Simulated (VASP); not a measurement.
A run of VASP 6.6.1 is set up as follows.

The input INCAR:

```
SYSTEM = Ti
PREC     = Accurate       ! precision mode
ENCUT    = 500            ! plane-wave cutoff, eV
EDIFF    = 1E-6           ! SCF threshold, eV
ISMEAR   = 0              ! smearing method
SIGMA    = 0.1            ! smearing width, eV
LREAL    = .FALSE.        ! projectors in reciprocal space
LASPH    = .TRUE.         ! aspherical terms in the spheres
NELM     = 120            ! most SCF steps
ALGO     = Normal         ! electronic algorithm
ISIF     = 2              ! what is computed and relaxed
LWAVE    = .FALSE.        ! write WAVECAR
LCHARG   = .FALSE.        ! write CHGCAR
GGA      = PS             ! functional
NBANDS   = 12             ! bands
GGA_COMPAT= .FALSE.
```

The input KPOINTS:

```
regular mesh
0
G
  8 8 8
  0 0 0
```

Contents of POSCAR:

```
Ti
1.0
    0.0000000000      2.0279278336      2.0279278336
    2.0279278336      0.0000000000      2.0279278336
    2.0279278336      2.0279278336      0.0000000000
Ti
1
Direct
    0.0000000000      0.0000000000      0.0000000000
```

Potentials or basis: VASP PAW PBE potentials, release 64 (Ti_sv).

Run with:

```bash
$ cat potpaw_PBE.64/Ti_sv/POTCAR > POTCAR
$ mpirun -np 1 vasp_std > vasp.out
```

Problem. Estimate the band gap on the k mesh.

Solution. Zero (band 6 reaches 9.42 eV, above the bottom of band 7 at 8.13 eV).

Problem. Predict the pressure.

Solution. -0.3 GPa.

Caveat: the PAW data sets were made with another functional, which shifts forces and pressure a little.
